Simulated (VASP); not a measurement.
# ScW3 (Fm-3m) in VASP: notebook

ScW3 is run at these levels: PBE; tasks: single point, relaxation of cell and atoms.

All numbers are computed with VASP 6.6.1; they aren't measurements. Logs are shortened: lines on timing, memory, paths and dates and some standing lists are left out, and cuts for length are marked.

### 1 The cell of the first run

Symmetry: Fm-3m, No. 225, cubic system. Conventional cell: a = 6.458 Å, b = 6.458 Å, c = 6.458 Å, α = 90.00°, β = 90.00°, γ = 90.00°. Within 3.7 Å of Sc (site symmetry m-3m) lie 14 W at 2.80 to 3.23 Å. Within 3.7 Å of W (site symmetry -43m) lie 4 Sc at 2.80 Å and 10 W at 2.80 to 3.23 Å. Within 3.7 Å of W (site symmetry m-3m) lie 8 W at 2.80 Å and 6 Sc at 3.23 Å.

The cell was built from a structure type or drawn by symmetry, and may not be a known phase.

### 2 Single point, PBE

INCAR reads:

```
SYSTEM = ScW3
PREC     = Accurate       ! precision mode
ENCUT    = 520            ! plane-wave cutoff, eV
EDIFF    = 1E-7           ! SCF threshold, eV
ISMEAR   = 0              ! smearing method
SIGMA    = 0.1            ! smearing width, eV
LREAL    = .False.        ! projectors in reciprocal space
LASPH    = .True.         ! aspherical terms in the spheres
NELM     = 60             ! most SCF steps
ALGO     = Fast           ! electronic algorithm
ISIF     = 2              ! what is computed and relaxed
LWAVE    = .False.        ! write WAVECAR
LCHARG   = .False.        ! write CHGCAR
GGA      = PE             ! functional
NBANDS   = 34             ! bands
```

KPOINTS reads:

```
regular mesh
0
Gamma
  6 6 6
  0 0 0
```

POSCAR reads:

```
ScW3
1.0
    0.0000000000      3.2291460273      3.2291460273
    3.2291460273      0.0000000000      3.2291460273
    3.2291460273      3.2291460273      0.0000000000
Sc W
1 3
Direct
    0.0000000000      0.0000000000      0.0000000000
    0.2500000000      0.2500000000      0.2500000000
    0.7500000000      0.7500000000      0.7500000000
    0.5000000000      0.5000000000      0.5000000000
```

Potentials or basis: VASP PAW PBE potentials, release 64 (Sc_sv, W_sv).

Launch:

```sh
$ cat potpaw_PBE.64/Sc_sv/POTCAR potpaw_PBE.64/W_sv/POTCAR > POTCAR
$ mpirun -np 1 vasp_std > vasp.out
```

OUTCAR:

```text
SYSTEM = ScW3
   PREC = Accurate
   ENCUT = 520
   EDIFF = 1E-7
   ISMEAR = 0
   LREAL = .False.
   LASPH = .True.
   NELM = 60
   ISIF = 2
   GGA = PE

 ion  position               nearest neighbor table
   1  0.000  0.000  0.000-   3 2.80   3 2.80   3 2.80   2 2.80   2 2.80   2 2.80   3 2.80   2 2.80
                             4 3.23   4 3.23   4 3.23   4 3.23   4 3.23   4 3.23
   2  0.250  0.250  0.250-   1 2.80   1 2.80   1 2.80   4 2.80   4 2.80   4 2.80   4 2.80   1 2.80
                             3 3.23   3 3.23   3 3.23   3 3.23   3 3.23   3 3.23
   3  0.750  0.750  0.750-   4 2.80   4 2.80   4 2.80   1 2.80   1 2.80   1 2.80   4 2.80   1 2.80
                             2 3.23   2 3.23   2 3.23   2 3.23   2 3.23   2 3.23
   4  0.500  0.500  0.500-   2 2.80   2 2.80   2 2.80   3 2.80   3 2.80   3 2.80   3 2.80   2 2.80
                             1 3.23   1 3.23   1 3.23   1 3.23   1 3.23   1 3.23

  LATTYP: Found a face centered cubic cell.
 ALAT       =     6.4582920546

  Lattice vectors:

 A1 = (   0.0000000000,   3.2291460273,   3.2291460273)
 A2 = (   3.2291460273,   0.0000000000,   3.2291460273)
 A3 = (   3.2291460273,   3.2291460273,   0.0000000000)

Analysis of symmetry for initial positions (statically):
=====================================================================
 Subroutine PRICEL returns:
 Original cell was already a primitive cell.

 Routine SETGRP: Setting up the symmetry group for a
 face centered cubic supercell.

 Subroutine GETGRP returns: Found 48 space group operations
 (whereof 48 operations were pure point group operations)
 out of a pool of 48 trial point group operations.

The static configuration has the point symmetry O_h .

Analysis of symmetry for dynamics (positions and initial velocities):
=====================================================================
 Subroutine PRICEL returns:
 Original cell was already a primitive cell.

 Routine SETGRP: Setting up the symmetry group for a
 face centered cubic supercell.

 Subroutine GETGRP returns: Found 48 space group operations
 (whereof 48 operations were pure point group operations)
 out of a pool of 48 trial point group operations.

The dynamic configuration has the point symmetry O_h .

 Subroutine INISYM returns: Found 48 space group operations
 (whereof 48 operations are pure point group operations),
 and found     1 'primitive' translations

----------------------------------------------------------------------------------------

                                     Primitive cell

  volume of cell :      67.3431

  direct lattice vectors                    reciprocal lattice vectors
     0.000000000  3.229146027  3.229146027    -0.154839699  0.154839699  0.154839699
     3.229146027  0.000000000  3.229146027     0.154839699 -0.154839699  0.154839699
     3.229146027  3.229146027  0.000000000     0.154839699  0.154839699 -0.154839699

  length of vectors
     4.566702107  4.566702107  4.566702107     0.268190226  0.268190226  0.268190226

  position of ions in fractional coordinates (direct lattice)
     0.000000000  0.000000000  0.000000000
     0.250000000  0.250000000  0.250000000
     0.750000000  0.750000000  0.750000000
     0.500000000  0.500000000  0.500000000

  ion indices of the primitive-cell ions
   primitive index   ion index
                 1           1
                 2           2
                 3           3
                 4           4

----------------------------------------------------------------------------------------

 KPOINTS: regular mesh

Automatic generation of k-mesh.
 Grid dimensions read from file:
 generate k-points for:    6    6    6

 Generating k-lattice:

  Cartesian coordinates                     Fractional coordinates (reciprocal lattice)
    -0.025806617  0.025806617  0.025806617     0.166666667  0.000000000  0.000000000
     0.025806617 -0.025806617  0.025806617     0.000000000  0.166666667  0.000000000
     0.025806617  0.025806617 -0.025806617     0.000000000  0.000000000  0.166666667

  Length of vectors
     0.044698371  0.044698371  0.044698371

  Shift w.r.t. Gamma in fractional coordinates (k-lattice)
     0.000000000  0.000000000  0.000000000

 Subroutine IBZKPT returns following result:
 ===========================================

 Found     16 irreducible k-points:

 Following reciprocal coordinates:
            Coordinates               Weight
  0.000000  0.000000  0.000000      1.000000
  0.166667  0.000000  0.000000      8.000000
  0.333333  0.000000  0.000000      8.000000
  0.500000  0.000000  0.000000      4.000000
  0.166667  0.166667  0.000000      6.000000
  0.333333  0.166667  0.000000     24.000000
[... 8 lines left out ...]
 -0.333333  0.333333  0.166667     24.000000
 -0.333333  0.500000  0.166667     12.000000
   k-points           NKPTS =     16   k-points in BZ     NKDIM =     16   number of bands    NBANDS=     34
   number of dos      NEDOS =    301   number of ions     NIONS =      4
   total plane-waves  NPLWV =  46656
   dimension x,y,z NGX =    36 NGY =   36 NGZ =   36
   dimension x,y,z NGXF=    72 NGYF=   72 NGZF=   72
   ions per type =               1   3
   NGX,Y,Z   is equivalent  to a cutoff of  13.11, 13.11, 13.11 a.u.
   NGXF,Y,Z  is equivalent  to a cutoff of  26.21, 26.21, 26.21 a.u.
 SYSTEM =  ScW3
   PREC   = accura    normal or accurate (medium, high low for compatibility)
   ISTART =      0    job   : 0-new  1-cont  2-samecut
   ICHARG =      2    charge: 1-file 2-atom 10-const
   ISPIN  =      1    spin polarized calculation?
   LNONCOLLINEAR =      F non collinear calculations
   LSORBIT =      F    spin-orbit coupling
   LASPH  =      T    aspherical Exc in radial PAW
   ENCUT  =  520.0 eV  38.22 Ry    6.18 a.u.   8.49  8.49  8.49*2*pi/ulx,y,z
   NELM   =     60;   NELMIN=  2; NELMDL= -5     # of ELM steps
   EDIFF  = 0.1E-06   stopping-criterion for ELM
   LREAL  =      F    real-space projection
   EDIFFG = 0.1E-05   stopping-criterion for IOM
   NSW    =      0    number of steps for IOM
   IBRION =     -1    ionic relax: 0-MD 1-quasi-New 2-CG
   NFREE  =      0    steps in history (QN), initial steepest desc. (CG)
   ISIF   =      2    stress and relaxation
   ISYM   =      2    0-nonsym 1-usesym 2-fastsym
   POTIM  = 0.5000    time-step for ionic-motion
   TEBEG  =    0.0;   TEEND  =   0.0 temperature during run
   PSTRESS=    0.0 pullay stress
   NELECT =      53.0000    total number of electrons
   NUPDOWN=      -1.0000    fix difference up-down
   EMIN   =  10.00;   EMAX   =-10.00  energy-range for DOS
   EFERMI =   0.00;   METHOD = LEGACY
   ISMEAR =     0;   SIGMA  =   0.10  broadening in eV -4-tet -1-fermi 0-gaus
   EFERMI_NEDOS =   21; number of points for ismear=-14 and -15
   IALGO  =     68    algorithm
   IMIX   =      4    mixing-type and parameters
     AMIX     =   0.40;   BMIX     =  1.00
     AMIX_MAG =   1.60;   BMIX_MAG =  1.00
  volume/ion in A,a.u.               =      16.84       113.61
  Fermi-wavevector in a.u.,A,eV,Ry     =   1.511480  2.856283 31.083491  2.284572
  Thomas-Fermi vector in A             =   2.621532
   LORBIT       =      0    0 simple, 1 ext, 2 COOP (PROOUT), +10 PAW based schemes
   GGA     = PE    functional components
   LHFCALC =     F    Hartree Fock is set to
   AEXX    =    0.0000 exact exchange contribution
   IVDW    =     0    specifies the selected vdW correction
   LEPSILON=     F    determine dielectric tensor
   LRPA    =     F    only Hartree local field effects (RPA)
 non-spin polarized calculation
 RMM-DIIS sequential band-by-band and
 Gauss-broadening in eV      SIGMA  =   0.10
  energy-cutoff  :      520.00
  volume of cell :       67.34
 maximum number of plane-waves:      1837
 NGX is ok and might be reduce to    36
   NGX = 17   NGY = 17   NGZ = 17

 number of electron      52.9999997 magnetization

 Free energy of the ion-electron system (eV)
  ---------------------------------------------------
  ext. energy  EPLUGINS =         0.00000000
  ---------------------------------------------------
  free energy    TOTEN  =       -44.24168208 eV

  energy without entropy =      -44.22259323  energy(sigma->0) =      -44.23213766

 E-fermi :   8.8790     XC(G=0): -12.8605

 val. band max:        8.8070180137   @ k =  -0.1667   0.1667   0.0000
 cond. band min:       8.9166379833   @ k =   0.3333   0.3333   0.0000
 fundamental gap:      0.1096199695
 Fermi energy:         8.8790098591

 k-point     1 :       0.0000    0.0000    0.0000
  band No.  band energies     occupation
      1     -64.6254      2.00000
      2     -64.5193      2.00000
      3     -64.4920      2.00000
      4     -39.0351      2.00000
      5     -28.9922      2.00000
      6     -28.9922      2.00000
[... 26 lines left out ...]
     33      13.8745      0.00000
     34      13.9892      0.00000

 k-point     2 :       0.1667    0.0000    0.0000
  band No.  band energies     occupation
      1     -64.6190      2.00000
      2     -64.5206      2.00000
      3     -64.4971      2.00000
      4     -39.0358      2.00000
      5     -29.0250      2.00000
      6     -29.0201      2.00000
[... 26 lines left out ...]
     33      12.5656      0.00000
     34      13.7342      0.00000

 k-point     3 :       0.3333    0.0000    0.0000
  band No.  band energies     occupation
      1     -64.6038      2.00000
      2     -64.5248      2.00000
      3     -64.5082      2.00000
      4     -39.0373      2.00000
      5     -29.0617      2.00000
      6     -29.0617      2.00000
[... 26 lines left out ...]
     33      12.3786      0.00000
     34      13.2258      0.00000
[... 408 lines left out ...]
 k-point    15 :      -0.3333    0.3333    0.1667
  band No.  band energies     occupation
      1     -64.5833      2.00000
      2     -64.5292      2.00000
      3     -64.5244      2.00000
      4     -39.0388      2.00000
      5     -29.1539      2.00000
      6     -29.0490      2.00000
[... 26 lines left out ...]
     33      12.9850      0.00000
     34      13.8345      0.00000

 k-point    16 :      -0.3333    0.5000    0.1667
  band No.  band energies     occupation
      1     -64.5786      2.00000
      2     -64.5308      2.00000
      3     -64.5275      2.00000
      4     -39.0390      2.00000
      5     -29.1784      2.00000
      6     -29.1115      2.00000
[... 26 lines left out ...]
     33      12.8803      0.00000
     34      12.9970      0.00000

------------------------ aborting loop because EDIFF is reached ----------------------------------------

  FORCE on cell =-STRESS in cart. coord.  units (eV):
  Direction    XX          YY          ZZ          XY          YZ          ZX
  --------------------------------------------------------------------------------------
  -------------------------------------------------------------------------------------
  Total        0.1606773      0.1606773      0.1606773     -0.0000000     -0.0000000      0.0000000
  in kB        3.8227161      3.8227161      3.8227161     -0.0000000     -0.0000000      0.0000000
  external PRESSURE =       3.8227161 kB  Pullay stress =       0.0000000 kB

 VOLUME and BASIS-vectors are now :
 -----------------------------------------------------------------------------
  energy-cutoff  :      520.00
  volume of cell :       67.34
      direct lattice vectors                 reciprocal lattice vectors
     0.000000000  3.229146027  3.229146027    -0.154839699  0.154839699  0.154839699
     3.229146027  0.000000000  3.229146027     0.154839699 -0.154839699  0.154839699
     3.229146027  3.229146027  0.000000000     0.154839699  0.154839699 -0.154839699

 POSITION                                       TOTAL-FORCE (eV/Angst)
 -----------------------------------------------------------------------------------
      0.00000      0.00000      0.00000         0.000000      0.000000      0.000000
      1.61457      1.61457      1.61457         0.000000      0.000000     -0.000000
      4.84372      4.84372      4.84372        -0.000000     -0.000000      0.000000
      3.22915      3.22915      3.22915         0.000000      0.000000      0.000000
 -----------------------------------------------------------------------------------
    total drift:                                0.000000      0.000000      0.000000

  FREE ENERGIE OF THE ION-ELECTRON SYSTEM (eV)
  ---------------------------------------------------
  free  energy   TOTEN  =       -44.2416820826 eV

  energy  without entropy=      -44.2225932278  energy(sigma->0) =      -44.23213766
```

Run time: 43 s. Hardware: 1 thread of Intel Xeon 6975P-C (Granite Rapids), shared host; peak memory 0.21 GiB.

Results:

* Free energy: -44.2417 eV
* Pressure: 0.4 GPa
* Band gap on the k mesh: zero (an odd number of electrons rules out a gap without spin polarisation)

Levels at points of the mesh, in eV from the Fermi level:
| k point | band 23 | band 24 | band 25 | band 26 | band 27 | band 28 | band 29 | band 30 |
| --- | --- | --- | --- | --- | --- | --- | --- | --- |
| (0.00, 0.00, 0.00) | -1.53 | -1.53 | -1.53 | 0.62 | 0.62 | 0.62 | 3.02 | 3.02 |
| (0.50, 0.00, 0.00) | -1.97 | -1.71 | -1.71 | -1.10 | -0.85 | -0.85 | 2.86 | 2.86 |
| (0.50, 0.50, 0.00) | -1.82 | -0.81 | 0.28 | 0.28 | 1.49 | 1.49 | 1.55 | 1.55 |

Caveat: spin-orbit coupling is left out, which moves the levels of the heavy elements.

### 3 Relaxation of cell and atoms, PBE

This run uses another cell than the first one, of 17.61 Å³/atom.

INCAR reads:

```
SYSTEM = ScW3
PREC = Accurate ; ENCUT = 600
EDIFF = 1E-6 ; ISMEAR = 0
SIGMA = 0.1 ; LREAL = .False.
LASPH = .True. ; NELM = 60
ALGO = Normal ; ISIF = 3
LWAVE = .False. ; LCHARG = .False.
GGA = PE ; IBRION = 2
NSW = 90 ; EDIFFG = -0.04
```

KPOINTS reads:

```
regular mesh
0
Gamma
  4 4 4
  0 0 0
```

POSCAR reads:

```
ScW3
1.0
    0.0000000000      3.2776634200      3.2776634200
    3.2776634200      0.0000000000      3.2776634200
    3.2776634200      3.2776634200      0.0000000000
Sc W
1 3
Direct
    0.0000000000      0.0000000000      0.0000000000
    0.2500000000      0.2500000000      0.2500000000
    0.7500000000      0.7500000000      0.7500000000
    0.5000000000      0.5000000000      0.5000000000
```

Potentials or basis: VASP PAW PBE potentials, release 64 (Sc_sv, W_sv).

Launch:

```sh
$ cat potpaw_PBE.64/Sc_sv/POTCAR potpaw_PBE.64/W_sv/POTCAR > POTCAR
$ mpirun -np 1 vasp_std > vasp.out
```

It took 84 s on 1 thread of Intel Xeon 6975P-C (Granite Rapids), shared host; peak memory 0.23 GiB.

It converged, with:

```
Free energy                           : -44.2134 eV
Relaxed volume                        : 17.00 Å³/atom
Relaxed cell                          : a = 4.581 Å, b = 4.581 Å, c = 4.581 Å, α = 60.00°, β = 60.00°, γ = 60.00°
Space group after relaxing (to 0.1 Å) : Fm-3m (No. 225)
Energy gained by relaxing             : 14.7 meV/atom
Ionic steps                           : 3
Pressure after relaxing               : -0.2 GPa
Band gap on the k mesh                : zero (an odd number of electrons rules out a gap without spin polarisation)
```

The path:
```tsv
step	energy change (eV)	largest force (eV/Å)	pressure (GPa)	volume (Å³)
1	0.0000	0.0000	-7.32	70.42
2	0.2652	0.0000	20.56	62.54
3	-0.0589	0.0000	-0.23	67.99
```

Final structure:
```cif
data_structure
_symmetry_space_group_name_H-M 'P 1'
_symmetry_Int_Tables_number 1
_cell_length_a 4.5814
_cell_length_b 4.5814
_cell_length_c 4.5814
_cell_angle_alpha 60.000
_cell_angle_beta 60.000
_cell_angle_gamma 60.000
_cell_volume 67.99
loop_
_atom_site_label
_atom_site_type_symbol
_atom_site_fract_x
_atom_site_fract_y
_atom_site_fract_z
_atom_site_occupancy
Sc1 Sc 0.00000 0.00000 0.00000 1
W1 W 0.25000 0.25000 0.25000 1
W2 W 0.75000 0.75000 0.75000 1
W3 W 0.50000 0.50000 0.50000 1
```

Levels at points of the mesh, in eV from the Fermi level:
```csv
k point,band 22,band 23,band 24,band 25,band 26,band 27,band 28,band 29,band 30,band 31
"(0.00, 0.00, 0.00)",-1.93,-1.50,-1.50,-1.50,0.60,0.60,0.60,3.01,3.01,3.65
"(0.50, 0.00, 0.00)",-1.93,-1.93,-1.69,-1.69,-1.09,-0.85,-0.85,2.84,2.84,3.39
"(0.50, 0.50, 0.00)",-2.07,-1.78,-0.76,0.27,0.27,1.46,1.46,1.54,1.54,1.99
```

Caveat: the k points lie up to 0.42 Å⁻¹ apart in the final cell, too coarse for converged energies and pressures of a metal; spin-orbit coupling is left out, which moves the levels of the heavy elements.

### 4 Relaxation of cell and atoms, PBE

This run uses another cell than the first one, of 16.94 Å³/atom.

INCAR reads:

```
SYSTEM = ScW3
ALGO = Fast
EDIFF = 1E-6
EDIFFG = -0.04
ENCUT = 600
GGA = PE
IBRION = 2
ISIF = 3
ISMEAR = 0
LASPH = .True.
LCHARG = .False.
LREAL = .False.
LWAVE = .False.
NELM = 60
NSW = 90
PREC = Accurate
SIGMA = 0.1
```

KPOINTS reads:

```
k-points
0
Gamma
  6 6 6
  0 0 0
```

POSCAR reads:

```
ScW3
1.0
    0.0000000000      3.2356989220      3.2356989220
    3.2356989220      0.0000000000      3.2356989220
    3.2356989220      3.2356989220      0.0000000000
Sc W
1 3
Direct
    0.0000000000      0.0000000000      0.0000000000
    0.2500000000      0.2500000000      0.2500000000
    0.7500000000      0.7500000000      0.7500000000
    0.5000000000      0.5000000000      0.5000000000
```

Launch:

```sh
$ cat potpaw_PBE.64/Sc_sv/POTCAR potpaw_PBE.64/W_sv/POTCAR > POTCAR
$ mpirun -np 1 vasp_std > vasp.out
```

It took 2.1 min on 1 thread of Intel Xeon 6975P-C (Granite Rapids), shared host; peak memory 0.26 GiB.

The run converged. Its results:

```yaml
Free_energy: -44.2429 eV
Relaxed_volume: 16.87 Å³/atom
Relaxed_cell: a = 4.570 Å, b = 4.570 Å, c = 4.570 Å, α = 60.00°, β = 60.00°, γ = 60.00°
Space_group_after_relaxing_to_0.1_Å: Fm-3m (No. 225)
Energy_gained_by_relaxing: 0.2 meV/atom
Ionic_steps: 3
Pressure_after_relaxing: 0.0 GPa
Band_gap_on_the_k_mesh: zero (an odd number of electrons rules out a gap without spin polarisation)
```

The path:
```csv
step,energy change (eV),largest force (eV/Å),pressure (GPa),volume (Å³)
1,0.0000,0.0000,-0.90,67.75
2,0.0034,0.0000,2.15,66.83
3,-0.0008,0.0000,-0.03,67.47
```

Final structure:
```
Sc W
1.0
     0.00000    3.23116    3.23116
     3.23116    0.00000    3.23116
     3.23116    3.23116    0.00000
Sc W
1 3
Direct
  0.00000 0.00000 0.00000
  0.25000 0.25000 0.25000
  0.75000 0.75000 0.75000
  0.50000 0.50000 0.50000
```

Levels at points of the mesh, in eV from the Fermi level:
```tsv
k point	band 24	band 25	band 26	band 27	band 28	band 29
(0.00, 0.00, 0.00)	-1.53	-1.53	0.62	0.62	0.62	3.02
(0.50, 0.00, 0.00)	-1.71	-1.71	-1.09	-0.85	-0.85	2.85
(0.50, 0.50, 0.00)	-0.81	0.28	0.28	1.48	1.48	1.55
```

Caveat: spin-orbit coupling is left out, which moves the levels of the heavy elements.

(Continued in part 2 of 2.)
